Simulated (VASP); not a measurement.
# In2O3 (Ia-3) in VASP: single point with r2SCAN

Aim: the single point of In2O3 with r2SCAN.

All numbers are computed with VASP 6.6.1; they aren't measurements. Logs are shortened: lines on timing, memory, paths and dates and some standing lists are left out, and cuts for length are marked.

## (1) The cell of the first run

Symmetry: Ia-3, No. 206, cubic system. The conventional cell has a = 10.117 Å, b = 10.117 Å, c = 10.117 Å, α = 90.00°, β = 90.00°, γ = 90.00°. Within 2.9 Å of In (site symmetry -3) lie 6 O at 2.16 Å. Within 2.8 Å of In (site symmetry 2) lie 6 O at 2.13 to 2.25 Å. O (site symmetry 1) has 4 In at 2.13 to 2.25 Å and 5 O at 2.80 to 2.91 Å within 3.0 Å.

## (2) Single point, r2SCAN

POSCAR

```
In2O3
1.0
   -5.0585000000      5.0585000000      5.0585000000
    5.0585000000     -5.0585000000      5.0585000000
    5.0585000000      5.0585000000     -5.0585000000
In O
16 24
Direct
    0.5000000000      0.5000000000      0.5000000000
    0.5000000000      0.0000000000      0.0000000000
    0.0000000000      0.5000000000      0.0000000000
    0.0000000000      0.0000000000      0.5000000000
    0.2500000000      0.7163000000      0.4663000000
    0.7500000000      0.7837000000      0.0337000000
    0.4663000000      0.2500000000      0.7163000000
    0.0337000000      0.7500000000      0.7837000000
    0.7163000000      0.4663000000      0.2500000000
    0.7837000000      0.0337000000      0.7500000000
    0.7500000000      0.2837000000      0.5337000000
    0.2500000000      0.2163000000      0.9663000000
    0.5337000000      0.7500000000      0.2837000000
    0.9663000000      0.2500000000      0.2163000000
    0.2837000000      0.5337000000      0.7500000000
    0.2163000000      0.9663000000      0.2500000000
    0.5354000000      0.7708000000      0.5470000000
    0.7238000000      0.9884000000      0.9530000000
    0.9646000000      0.5116000000      0.2354000000
    0.7762000000      0.7292000000      0.2646000000
    0.5470000000      0.5354000000      0.7708000000
    0.9530000000      0.7238000000      0.9884000000
    0.2354000000      0.9646000000      0.5116000000
    0.2646000000      0.7762000000      0.7292000000
    0.7708000000      0.5470000000      0.5354000000
    0.9884000000      0.9530000000      0.7238000000
    0.5116000000      0.2354000000      0.9646000000
    0.7292000000      0.2646000000      0.7762000000
    0.4646000000      0.2292000000      0.4530000000
    0.2762000000      0.0116000000      0.0470000000
    0.0354000000      0.4884000000      0.7646000000
    0.2238000000      0.2708000000      0.7354000000
    0.4530000000      0.4646000000      0.2292000000
    0.0470000000      0.2762000000      0.0116000000
    0.7646000000      0.0354000000      0.4884000000
    0.7354000000      0.2238000000      0.2708000000
    0.2292000000      0.4530000000      0.4646000000
    0.0116000000      0.0470000000      0.2762000000
    0.4884000000      0.7646000000      0.0354000000
    0.2708000000      0.7354000000      0.2238000000
```

INCAR.step1

```
SYSTEM = In2O3
PREC = Accurate
ENCUT = 520
ISMEAR = 0
SIGMA = 0.01
LREAL = Auto
LASPH = .TRUE.
NELM = 60
NBANDS = 202
GGA = PE
ALGO = Normal
EDIFF = 1E-4
LWAVE = .TRUE.
LCHARG = .FALSE.
```

INCAR.step2

```
SYSTEM = In2O3
PREC = Accurate
ENCUT = 520
EDIFF = 1E-7
ISMEAR = 0
SIGMA = 0.01
LREAL = Auto
LASPH = .TRUE.
NELM = 60
ALGO = Normal
ISIF = 2
LWAVE = .FALSE.
LCHARG = .TRUE.
METAGGA = R2SCAN
LMIXTAU = .TRUE.
LELF = .TRUE.
LVHAR = .TRUE.
NBANDS = 202
ISTART = 1
```

KPOINTS

```
Automatic mesh
0
G
  3 3 3
  0 0 0
```

Potentials or basis: VASP PAW PBE potentials, release 64 (In_d, O).

On the command line:

```sh
$ cat potpaw_PBE.64/In_d/POTCAR potpaw_PBE.64/O/POTCAR > POTCAR
$ cp INCAR.step1 INCAR
$ mpirun -np 1 vasp_std > vasp.out
$ cp INCAR.step2 INCAR
$ mpirun -np 1 vasp_std > vasp.out
```

OUTCAR:

```text
SYSTEM = In2O3
   PREC = Accurate
   ENCUT = 520
   EDIFF = 1E-7
   ISMEAR = 0
   LREAL = Auto
   LASPH = .TRUE.
   NELM = 60
   ISIF = 2
   METAGGA = R2SCAN
   ISTART = 1

 ion  position               nearest neighbor table
   1  0.500  0.500  0.500-  17 2.16  21 2.16  25 2.16  29 2.16  33 2.16  37 2.16   5 3.34   7 3.34
                             9 3.34  11 3.34  13 3.34  15 3.34   8 3.83  10 3.83   6 3.83  12 3.83
   2  0.500  0.000  0.000-  18 2.16  30 2.16  27 2.16  39 2.16  36 2.16  24 2.16   6 3.34   8 3.34
                             9 3.34  12 3.34  14 3.34  15 3.34  13 3.83   7 3.83  10 3.83  16 3.83
   3  0.000  0.500  0.000-  22 2.16  34 2.16  31 2.16  19 2.16  28 2.16  40 2.16   5 3.34   8 3.34
                            10 3.34  11 3.34  14 3.34  16 3.34  12 3.83   9 3.83  15 3.83   6 3.83
   4  0.000  0.000  0.500-  26 2.16  38 2.16  20 2.16  32 2.16  35 2.16  23 2.16   6 3.34   7 3.34
                            10 3.34  12 3.34  13 3.34  16 3.34   5 3.83   8 3.83  14 3.83  15 3.83
   5  0.250  0.716  0.466-  23 2.13  24 2.13  19 2.19  17 2.19  37 2.25  40 2.25   1 3.34   3 3.34
                            15 3.36  14 3.36  13 3.36  16 3.36   2 3.83   4 3.83   7 3.84   8 3.84
   6  0.750  0.784  0.034-  21 2.13  22 2.13  18 2.19  20 2.19  38 2.25  39 2.25   2 3.34   4 3.34
                            16 3.36  14 3.36  15 3.36  13 3.36   3 3.83   1 3.83   7 3.84   8 3.84
   7  0.466  0.250  0.716-  27 2.13  28 2.13  23 2.19  21 2.19  29 2.25  32 2.25   1 3.34   4 3.34
                            15 3.36  16 3.36  11 3.36  12 3.36   2 3.83   3 3.83   6 3.84   9 3.84
   8  0.034  0.750  0.784-  25 2.13  26 2.13  22 2.19  24 2.19  30 2.25  31 2.25   2 3.34   3 3.34
                            15 3.36  16 3.36  11 3.36  12 3.36   4 3.83   1 3.83   9 3.84  10 3.84
   9  0.716  0.466  0.250-  19 2.13  20 2.13  27 2.19  25 2.19  33 2.25  36 2.25   1 3.34   2 3.34
[... 37 lines left out ...]
  39  0.488  0.765  0.035-  13 2.13   2 2.16  15 2.19   6 2.25
  40  0.271  0.735  0.224-  13 2.13   3 2.16  16 2.19   5 2.25

  LATTYP: Found a body centered cubic cell.
 ALAT       =    10.1170000000

  Lattice vectors:

 A1 = (  -5.0585000000,   5.0585000000,   5.0585000000)
 A2 = (   5.0585000000,  -5.0585000000,   5.0585000000)
 A3 = (   5.0585000000,   5.0585000000,  -5.0585000000)

Analysis of symmetry for initial positions (statically):
=====================================================================
 Subroutine PRICEL returns:
 Original cell was already a primitive cell.

 Routine SETGRP: Setting up the symmetry group for a
 body centered cubic supercell.

 Subroutine GETGRP returns: Found 24 space group operations
 (whereof  6 operations were pure point group operations)
 out of a pool of 48 trial point group operations.

The static configuration has the point symmetry S_6 .
 The point group associated with its full space group is T_h .

Analysis of symmetry for dynamics (positions and initial velocities):
=====================================================================
 Subroutine PRICEL returns:
 Original cell was already a primitive cell.

 Routine SETGRP: Setting up the symmetry group for a
 body centered cubic supercell.

 Subroutine GETGRP returns: Found 24 space group operations
 (whereof  6 operations were pure point group operations)
 out of a pool of 48 trial point group operations.

The dynamic configuration has the point symmetry S_6 .
 The point group associated with its full space group is T_h .

 Subroutine INISYM returns: Found 24 space group operations
 (whereof  6 operations are pure point group operations),
 and found     1 'primitive' translations

----------------------------------------------------------------------------------------

                                     Primitive cell

  volume of cell :     517.7561

  direct lattice vectors                    reciprocal lattice vectors
    -5.058500000  5.058500000  5.058500000     0.000000000  0.098843531  0.098843531
     5.058500000 -5.058500000  5.058500000     0.098843531  0.000000000  0.098843531
     5.058500000  5.058500000 -5.058500000     0.098843531  0.098843531  0.000000000

  length of vectors
     8.761579010  8.761579010  8.761579010     0.139785862  0.139785862  0.139785862

  position of ions in fractional coordinates (direct lattice)
     0.500000000  0.500000000  0.500000000
     0.500000000  0.000000000  0.000000000
     0.000000000  0.500000000  0.000000000
     0.000000000  0.000000000  0.500000000
     0.250000000  0.716300000  0.466300000
     0.750000000  0.783700000  0.033700000
[... 32 lines left out ...]
     0.488400000  0.764600000  0.035400000
     0.270800000  0.735400000  0.223800000

  ion indices of the primitive-cell ions
   primitive index   ion index
                 1           1
                 2           2
                 3           3
                 4           4
                 5           5
                 6           6
[... 32 lines left out ...]
                39          39
                40          40

----------------------------------------------------------------------------------------

 KPOINTS: Automatic mesh

Automatic generation of k-mesh.
 Grid dimensions read from file:
 generate k-points for:    3    3    3

 Generating k-lattice:

  Cartesian coordinates                     Fractional coordinates (reciprocal lattice)
     0.000000000  0.032947844  0.032947844     0.333333333  0.000000000  0.000000000
     0.032947844  0.000000000  0.032947844     0.000000000  0.333333333  0.000000000
     0.032947844  0.032947844  0.000000000     0.000000000  0.000000000  0.333333333

  Length of vectors
     0.046595287  0.046595287  0.046595287

  Shift w.r.t. Gamma in fractional coordinates (k-lattice)
     0.000000000  0.000000000  0.000000000

 Subroutine IBZKPT returns following result:
 ===========================================

 Found      4 irreducible k-points:

 Following reciprocal coordinates:
            Coordinates               Weight
  0.000000  0.000000  0.000000      1.000000
  0.333333  0.000000  0.000000     12.000000
  0.333333  0.333333  0.000000      8.000000
 -0.333333  0.333333  0.333333      6.000000
   k-points           NKPTS =      4   k-points in BZ     NKDIM =      4   number of bands    NBANDS=    202
   number of dos      NEDOS =    301   number of ions     NIONS =     40
   total plane-waves  NPLWV = 343000
   dimension x,y,z NGX =    70 NGY =   70 NGZ =   70
   dimension x,y,z NGXF=   140 NGYF=  140 NGZF=  140
   ions per type =              16  24
   NGX,Y,Z   is equivalent  to a cutoff of  13.28, 13.28, 13.28 a.u.
   NGXF,Y,Z  is equivalent  to a cutoff of  26.56, 26.56, 26.56 a.u.
 SYSTEM =  In2O3
   PREC   = accura    normal or accurate (medium, high low for compatibility)
   ISTART =      1    job   : 0-new  1-cont  2-samecut
   ICHARG =      0    charge: 1-file 2-atom 10-const
   ISPIN  =      1    spin polarized calculation?
   LNONCOLLINEAR =      F non collinear calculations
   LSORBIT =      F    spin-orbit coupling
   LASPH  =      T    aspherical Exc in radial PAW
   ENCUT  =  520.0 eV  38.22 Ry    6.18 a.u.  16.29 16.29 16.29*2*pi/ulx,y,z
   NELM   =     60;   NELMIN=  2; NELMDL=  0     # of ELM steps
   EDIFF  = 0.1E-06   stopping-criterion for ELM
   LREAL  =      T    real-space projection
   EDIFFG = 0.1E-05   stopping-criterion for IOM
   NSW    =      0    number of steps for IOM
   IBRION =     -1    ionic relax: 0-MD 1-quasi-New 2-CG
   NFREE  =      0    steps in history (QN), initial steepest desc. (CG)
   ISIF   =      2    stress and relaxation
   ISYM   =      2    0-nonsym 1-usesym 2-fastsym
   POTIM  = 0.5000    time-step for ionic-motion
   TEBEG  =    0.0;   TEEND  =   0.0 temperature during run
   PSTRESS=    0.0 pullay stress
   NELECT =     352.0000    total number of electrons
   NUPDOWN=      -1.0000    fix difference up-down
   EMIN   =  10.00;   EMAX   =-10.00  energy-range for DOS
   EFERMI =   0.00;   METHOD = LEGACY
   ISMEAR =     0;   SIGMA  =   0.01  broadening in eV -4-tet -1-fermi 0-gaus
   EFERMI_NEDOS =   21; number of points for ismear=-14 and -15
   IALGO  =     38    algorithm
   IMIX   =      4    mixing-type and parameters
     AMIX     =   0.40;   BMIX     =  1.00
     AMIX_MAG =   1.60;   BMIX_MAG =  1.00
  volume/ion in A,a.u.               =      12.94        87.35
  Fermi-wavevector in a.u.,A,eV,Ry     =   1.439508  2.720275 28.193750  2.072182
  Thomas-Fermi vector in A             =   2.558355
   LORBIT       =      0    0 simple, 1 ext, 2 COOP (PROOUT), +10 PAW based schemes
   METAGGA = R2SCAN    functional components
   LHFCALC =     F    Hartree Fock is set to
   AEXX    =    0.0000 exact exchange contribution
   IVDW    =     0    specifies the selected vdW correction
   LEPSILON=     F    determine dielectric tensor
   LRPA    =     F    only Hartree local field effects (RPA)
 non-spin polarized calculation
 Gauss-broadening in eV      SIGMA  =   0.01
  energy-cutoff  :      520.00
  volume of cell :      517.76
 maximum number of plane-waves:     13936
 NGX is ok and might be reduce to    70
   NGX = 33   NGY = 33   NGZ = 33

 number of electron     352.0000043 magnetization

 Free energy of the ion-electron system (eV)
  ---------------------------------------------------
  ext. energy  EPLUGINS =         0.00000000
  ---------------------------------------------------
  free energy    TOTEN  =      -578.50643423 eV

  energy without entropy =     -578.50643423  energy(sigma->0) =     -578.50643423

 E-fermi :   5.2402     XC(G=0): -11.7425

 val. band max:        5.1633447962   @ k =   0.0000   0.0000   0.0000
 cond. band min:       6.8849018949   @ k =   0.0000   0.0000   0.0000
 fundamental gap:      1.7215570986
 Fermi energy:         5.2402338375

 k-point     1 :       0.0000    0.0000    0.0000
  band No.  band energies     occupation
      1     -13.5726      2.00000
      2     -12.9692      2.00000
      3     -12.9692      2.00000
      4     -12.9141      2.00000
      5     -12.9141      2.00000
      6     -12.9141      2.00000
[... 753 lines left out ...]
    187      12.2098      0.00000
    188      12.4257      0.00000
 [bands above 188 left out]

------------------------ aborting loop because EDIFF is reached ----------------------------------------

  FORCE on cell =-STRESS in cart. coord.  units (eV):
  Direction    XX          YY          ZZ          XY          YZ          ZX
  --------------------------------------------------------------------------------------
  -------------------------------------------------------------------------------------
  Total        9.1970643      9.1970643      9.1970643      0.0000000     -0.0000000      0.0000000
  in kB       28.4599775     28.4599775     28.4599775      0.0000000     -0.0000000      0.0000000
  external PRESSURE =      28.4599775 kB  Pullay stress =       0.0000000 kB

 VOLUME and BASIS-vectors are now :
 -----------------------------------------------------------------------------
  energy-cutoff  :      520.00
  volume of cell :      517.76
      direct lattice vectors                 reciprocal lattice vectors
    -5.058500000  5.058500000  5.058500000     0.000000000  0.098843531  0.098843531
     5.058500000 -5.058500000  5.058500000     0.098843531  0.000000000  0.098843531
     5.058500000  5.058500000 -5.058500000     0.098843531  0.098843531  0.000000000

 POSITION                                       TOTAL-FORCE (eV/Angst)
 -----------------------------------------------------------------------------------
      2.52925      2.52925      2.52925        -0.000000     -0.000000     -0.000000
     -2.52925      2.52925      2.52925        -0.000000     -0.000000     -0.000000
      2.52925     -2.52925      2.52925        -0.000000     -0.000000     -0.000000
      2.52925      2.52925     -2.52925        -0.000000     -0.000000     -0.000000
      4.71756      0.00000      2.52925         0.030567     -0.000000     -0.000000
      0.34094      0.00000      7.58775        -0.030567     -0.000000     -0.000000
[... 32 lines left out ...]
      1.57623     -1.21809      6.15923        -0.207339      0.287085     -0.077986
      3.48227     -1.21809      3.95777         0.207339      0.287085      0.077986
 -----------------------------------------------------------------------------------
    total drift:                                0.000000      0.000000      0.000000

  FREE ENERGIE OF THE ION-ELECTRON SYSTEM (eV)
  ---------------------------------------------------
  free  energy   TOTEN  =      -578.5064342313 eV

  energy  without entropy=     -578.5064342313  energy(sigma->0) =     -578.50643423
```

Wall time 2.5 h (1 thread of AMD EPYC 9755, shared host); peak memory 0.87 GiB.

Results:

* Free energy: -578.5064 eV
* Pressure: 2.8 GPa
* Largest force: 0.363 eV/Å
* Band gap on the k mesh: 1.72 eV

Forces in eV/Å, atoms in the order of the input:
```
In   0.000  0.000  0.000
In   0.000  0.000  0.000
In   0.000  0.000  0.000
In   0.000  0.000  0.000
In   0.031  0.000  0.000
In  -0.031  0.000  0.000
In   0.000  0.031  0.000
In   0.000 -0.031  0.000
In   0.000  0.000  0.031
In   0.000  0.000 -0.031
In  -0.031  0.000  0.000
In   0.031  0.000  0.000
In   0.000 -0.031  0.000
In   0.000  0.031  0.000
In   0.000  0.000 -0.031
In   0.000  0.000  0.031
O    0.078 -0.207  0.287
O   -0.078  0.207  0.287
O    0.078  0.207 -0.287
O   -0.078 -0.207 -0.287
O    0.287  0.078 -0.207
O    0.287 -0.078  0.207
O   -0.287  0.078  0.207
O   -0.287 -0.078 -0.207
O   -0.207  0.287  0.078
O    0.207  0.287 -0.078
O    0.207 -0.287  0.078
O   -0.207 -0.287 -0.078
O   -0.078  0.207 -0.287
O    0.078 -0.207 -0.287
O   -0.078 -0.207  0.287
O    0.078  0.207  0.287
O   -0.287 -0.078  0.207
O   -0.287  0.078 -0.207
O    0.287 -0.078 -0.207
O    0.287  0.078  0.207
O    0.207 -0.287 -0.078
O   -0.207 -0.287  0.078
O   -0.207  0.287 -0.078
O    0.207  0.287  0.078
```

Caveat: the PAW data sets were made with another functional, which shifts forces and pressure a little; spin-orbit coupling is left out, which moves the levels of the heavy elements.
